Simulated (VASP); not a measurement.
# ZnCu (Pm-3m) in VASP: notebook

Runs on ZnCu. Level: PBEsol. Tasks: single point.

All numbers are computed with VASP 6.6.1; they aren't measurements. Logs are shortened: lines on timing, memory, paths and dates and some standing lists are left out, and cuts for length are marked.

## Step 1: The cell of the first run

The structure is cubic, space group Pm-3m (No. 221). Conventional cell: a = 2.908 Å, b = 2.908 Å, c = 2.908 Å, α = 90.00°, β = 90.00°, γ = 90.00°. Within 3.3 Å of Zn (site symmetry m-3m) lie 8 Cu at 2.52 Å and 6 Zn at 2.91 Å. Cu (site symmetry m-3m) has 8 Zn at 2.52 Å and 6 Cu at 2.91 Å within 3.3 Å.

## Step 2: Single point, PBEsol

Contents of INCAR:

```
SYSTEM = ZnCu
  PREC = Accurate
  ENCUT = 520
  EDIFF = 1E-6
  ISMEAR = 0
  SIGMA = 0.15
  LREAL = .FALSE.
  LASPH = .TRUE.
  NELM = 80
  ALGO = Normal
  ISIF = 2
  LWAVE = .FALSE.
  LCHARG = .TRUE.
  GGA = PS
  LELF = .TRUE.
  LVHAR = .TRUE.
  NBANDS = 18
```

Contents of KPOINTS:

```
Automatic mesh
0
G
  16 16 16
  0 0 0
```

Contents of POSCAR:

```
ZnCu
1.0
    2.9077317351      0.0000000000      0.0000000000
    0.0000000000      2.9077317351      0.0000000000
    0.0000000000      0.0000000000      2.9077317351
Zn Cu
1 1
Direct
    0.5000000000      0.5000000000      0.5000000000
    0.0000000000      0.0000000000      0.0000000000
```

Potentials or basis: VASP PAW PBE potentials, release 64 (Zn, Cu).

Launch:

```sh
cat potpaw_PBE.64/Zn/POTCAR potpaw_PBE.64/Cu/POTCAR > POTCAR
mpirun -np 1 vasp_std > vasp.out
```

OUTCAR:

```text
SYSTEM = ZnCu
   PREC = Accurate
   ENCUT = 520
   EDIFF = 1E-6
   ISMEAR = 0
   LREAL = .FALSE.
   LASPH = .TRUE.
   NELM = 80
   ISIF = 2
   GGA = PS

 ion  position               nearest neighbor table
   1  0.500  0.500  0.500-   2 2.52   2 2.52   2 2.52   2 2.52   2 2.52   2 2.52   2 2.52   2 2.52

   2  0.000  0.000  0.000-   1 2.52   1 2.52   1 2.52   1 2.52   1 2.52   1 2.52   1 2.52   1 2.52

  LATTYP: Found a simple cubic cell.
 ALAT       =     2.9077317351

  Lattice vectors:

 A1 = (   2.9077317351,   0.0000000000,   0.0000000000)
 A2 = (   0.0000000000,   2.9077317351,   0.0000000000)
 A3 = (   0.0000000000,   0.0000000000,   2.9077317351)

Analysis of symmetry for initial positions (statically):
=====================================================================
 Subroutine PRICEL returns:
 Original cell was already a primitive cell.

 Routine SETGRP: Setting up the symmetry group for a
 simple cubic supercell.

 Subroutine GETGRP returns: Found 48 space group operations
 (whereof 48 operations were pure point group operations)
 out of a pool of 48 trial point group operations.

The static configuration has the point symmetry O_h .

Analysis of symmetry for dynamics (positions and initial velocities):
=====================================================================
 Subroutine PRICEL returns:
 Original cell was already a primitive cell.

 Routine SETGRP: Setting up the symmetry group for a
 simple cubic supercell.

 Subroutine GETGRP returns: Found 48 space group operations
 (whereof 48 operations were pure point group operations)
 out of a pool of 48 trial point group operations.

The dynamic configuration has the point symmetry O_h .

 Subroutine INISYM returns: Found 48 space group operations
 (whereof 48 operations are pure point group operations),
 and found     1 'primitive' translations

----------------------------------------------------------------------------------------

                                     Primitive cell

  volume of cell :      24.5846

  direct lattice vectors                    reciprocal lattice vectors
     2.907731735  0.000000000  0.000000000     0.343910681  0.000000000  0.000000000
     0.000000000  2.907731735  0.000000000     0.000000000  0.343910681  0.000000000
     0.000000000  0.000000000  2.907731735     0.000000000  0.000000000  0.343910681

  length of vectors
     2.907731735  2.907731735  2.907731735     0.343910681  0.343910681  0.343910681

  position of ions in fractional coordinates (direct lattice)
     0.500000000  0.500000000  0.500000000
     0.000000000  0.000000000  0.000000000

  ion indices of the primitive-cell ions
   primitive index   ion index
                 1           1
                 2           2

----------------------------------------------------------------------------------------

 KPOINTS: Automatic mesh

Automatic generation of k-mesh.
 Grid dimensions read from file:
 generate k-points for:   16   16   16

 Generating k-lattice:

  Cartesian coordinates                     Fractional coordinates (reciprocal lattice)
     0.021494418  0.000000000  0.000000000     0.062500000  0.000000000  0.000000000
     0.000000000  0.021494418  0.000000000     0.000000000  0.062500000  0.000000000
     0.000000000  0.000000000  0.021494418     0.000000000  0.000000000  0.062500000

  Length of vectors
     0.021494418  0.021494418  0.021494418

  Shift w.r.t. Gamma in fractional coordinates (k-lattice)
     0.000000000  0.000000000  0.000000000

 Subroutine IBZKPT returns following result:
 ===========================================

 Found    165 irreducible k-points:

 Following reciprocal coordinates:
            Coordinates               Weight
  0.000000  0.000000  0.000000      1.000000
  0.062500  0.000000  0.000000      6.000000
  0.125000  0.000000  0.000000      6.000000
  0.187500  0.000000  0.000000      6.000000
  0.250000  0.000000  0.000000      6.000000
  0.312500  0.000000  0.000000      6.000000
[... 16 lines left out ...]
  0.437500  0.125000  0.000000     24.000000
  0.500000  0.125000  0.000000     12.000000
 [... further k-points ...]
   k-points           NKPTS =    165   k-points in BZ     NKDIM =    165   number of bands    NBANDS=     18
   number of dos      NEDOS =    301   number of ions     NIONS =      2
   total plane-waves  NPLWV =  13824
   dimension x,y,z NGX =    24 NGY =   24 NGZ =   24
   dimension x,y,z NGXF=    48 NGYF=   48 NGZF=   48
   ions per type =               1   1
   NGX,Y,Z   is equivalent  to a cutoff of  13.72, 13.72, 13.72 a.u.
   NGXF,Y,Z  is equivalent  to a cutoff of  27.44, 27.44, 27.44 a.u.
 SYSTEM =  ZnCu
   PREC   = accura    normal or accurate (medium, high low for compatibility)
   ISTART =      0    job   : 0-new  1-cont  2-samecut
   ICHARG =      2    charge: 1-file 2-atom 10-const
   ISPIN  =      1    spin polarized calculation?
   LNONCOLLINEAR =      F non collinear calculations
   LSORBIT =      F    spin-orbit coupling
   LASPH  =      T    aspherical Exc in radial PAW
   ENCUT  =  520.0 eV  38.22 Ry    6.18 a.u.   5.41  5.41  5.41*2*pi/ulx,y,z
   NELM   =     80;   NELMIN=  2; NELMDL= -5     # of ELM steps
   EDIFF  = 0.1E-05   stopping-criterion for ELM
   LREAL  =      F    real-space projection
   EDIFFG = 0.1E-04   stopping-criterion for IOM
   NSW    =      0    number of steps for IOM
   IBRION =     -1    ionic relax: 0-MD 1-quasi-New 2-CG
   NFREE  =      0    steps in history (QN), initial steepest desc. (CG)
   ISIF   =      2    stress and relaxation
   ISYM   =      2    0-nonsym 1-usesym 2-fastsym
   POTIM  = 0.5000    time-step for ionic-motion
   TEBEG  =    0.0;   TEEND  =   0.0 temperature during run
   PSTRESS=    0.0 pullay stress
   NELECT =      23.0000    total number of electrons
   NUPDOWN=      -1.0000    fix difference up-down
   EMIN   =  10.00;   EMAX   =-10.00  energy-range for DOS
   EFERMI =   0.00;   METHOD = LEGACY
   ISMEAR =     0;   SIGMA  =   0.15  broadening in eV -4-tet -1-fermi 0-gaus
   EFERMI_NEDOS =   21; number of points for ismear=-14 and -15
   IALGO  =     38    algorithm
   IMIX   =      4    mixing-type and parameters
     AMIX     =   0.40;   BMIX     =  1.00
     AMIX_MAG =   1.60;   BMIX_MAG =  1.00
  volume/ion in A,a.u.               =      12.29        82.95
  Fermi-wavevector in a.u.,A,eV,Ry     =   1.601142  3.025719 34.880641  2.563655
  Thomas-Fermi vector in A             =   2.698167
   LORBIT       =      0    0 simple, 1 ext, 2 COOP (PROOUT), +10 PAW based schemes
   GGA     = PS    functional components
   LHFCALC =     F    Hartree Fock is set to
   AEXX    =    0.0000 exact exchange contribution
   IVDW    =     0    specifies the selected vdW correction
   LEPSILON=     F    determine dielectric tensor
   LRPA    =     F    only Hartree local field effects (RPA)
 non-spin polarized calculation
 Gauss-broadening in eV      SIGMA  =   0.15
  energy-cutoff  :      520.00
  volume of cell :       24.58
 maximum number of plane-waves:       691
 NGX is ok and might be reduce to    24
   NGX = 11   NGY = 11   NGZ = 11

 number of electron      22.9999983 magnetization

 Free energy of the ion-electron system (eV)
  ---------------------------------------------------
  ext. energy  EPLUGINS =         0.00000000
  ---------------------------------------------------
  free energy    TOTEN  =        -6.09643629 eV

  energy without entropy =       -6.09007340  energy(sigma->0) =       -6.09325485

 E-fermi :   5.7349     XC(G=0): -12.7826

 val. band max:        5.7139641562   @ k =   0.4375   0.3750   0.3750
 cond. band min:       5.7490224919   @ k =   0.4375   0.4375   0.3125
 fundamental gap:      0.0350583356
 Fermi energy:         5.7349383166

 k-point     1 :       0.0000    0.0000    0.0000
  band No.  band energies     occupation
      1      -4.9335      2.00000
      2      -2.2211      2.00000
      3      -2.2211      2.00000
      4      -1.4569      2.00000
      5      -1.4569      2.00000
      6      -1.4569      2.00000
[... 10 lines left out ...]
     17      18.6069      0.00000
     18      29.5533      0.00000

 k-point     2 :       0.0625    0.0000    0.0000
  band No.  band energies     occupation
      1      -4.8608      2.00000
      2      -2.2117      2.00000
      3      -2.2047      2.00000
      4      -1.4635      2.00000
      5      -1.4635      2.00000
      6      -1.4533      2.00000
[... 10 lines left out ...]
     17      19.0254      0.00000
     18      28.6829      0.00000

 k-point     3 :       0.1250    0.0000    0.0000
  band No.  band energies     occupation
      1      -4.6442      2.00000
      2      -2.1847      2.00000
      3      -2.1566      2.00000
      4      -1.4825      2.00000
      5      -1.4825      2.00000
      6      -1.4431      2.00000
[... 10 lines left out ...]
     17      20.5891      0.00000
     18      27.1935      0.00000

 k-point     4 :       0.1875    0.0000    0.0000
  band No.  band energies     occupation
      1      -4.2900      2.00000
      2      -2.1438      2.00000
      3      -2.0797      2.00000
      4      -1.5109      2.00000
      5      -1.5109      2.00000
      6      -1.4277      2.00000
[... 375 lines left out ...]
      4      -1.6211      2.00000
      5      -1.4288      2.00000
      6      -1.2474      2.00000
[... 10 lines left out ...]
     17      21.1353      0.00000
     18      22.1967      0.00000

 k-point    23 :       0.4375    0.1250    0.0000
  band No.  band energies     occupation
      1      -2.2624      2.00000
      2      -1.9300      2.00000
      3      -1.8322      2.00000
      4      -1.6409      2.00000
      5      -1.4248      2.00000
      6      -0.6907      2.00000
[... 10 lines left out ...]
     17      19.7137      0.00000
     18      21.5205      0.00000

 k-point    24 :       0.5000    0.1250    0.0000
  band No.  band energies     occupation
      1      -2.1777      2.00000
      2      -1.9053      2.00000
      3      -1.8578      2.00000
      4      -1.6478      2.00000
      5      -1.4234      2.00000
      6      -0.1686      2.00000
[... 10 lines left out ...]
     17      20.1017      0.00000
     18      20.9794      0.00000

 [... further k-points ...]
[... 5 lines left out ...]
  --------------------------------------------------------------------------------------
  -------------------------------------------------------------------------------------
  Total        0.1214986      0.1214986      0.1214986      0.0000000      0.0000000     -0.0000000
  in kB        7.9180587      7.9180587      7.9180587      0.0000000      0.0000000     -0.0000000
  external PRESSURE =       7.9180587 kB  Pullay stress =       0.0000000 kB

 VOLUME and BASIS-vectors are now :
 -----------------------------------------------------------------------------
  energy-cutoff  :      520.00
  volume of cell :       24.58
      direct lattice vectors                 reciprocal lattice vectors
     2.907731735  0.000000000  0.000000000     0.343910681  0.000000000  0.000000000
     0.000000000  2.907731735  0.000000000     0.000000000  0.343910681  0.000000000
     0.000000000  0.000000000  2.907731735     0.000000000  0.000000000  0.343910681

 POSITION                                       TOTAL-FORCE (eV/Angst)
 -----------------------------------------------------------------------------------
      1.45387      1.45387      1.45387         0.000000      0.000000      0.000000
      0.00000      0.00000      0.00000         0.000000      0.000000      0.000000
 -----------------------------------------------------------------------------------
    total drift:                                0.000000      0.000000     -0.000000

  FREE ENERGIE OF THE ION-ELECTRON SYSTEM (eV)
  ---------------------------------------------------
  free  energy   TOTEN  =        -6.0964362917 eV

  energy  without entropy=       -6.0900734013  energy(sigma->0) =       -6.09325485
```

Wall time 39 s (1 thread of AMD EPYC 7R13 (Zen 3), shared host); peak memory 0.17 GiB.

What came out:

```
Free energy : -6.0964 eV
Pressure    : 0.8 GPa
```

Caveat: the PAW data sets were made with another functional, which shifts forces and pressure a little.

(Part 1 of 2 ends here.)
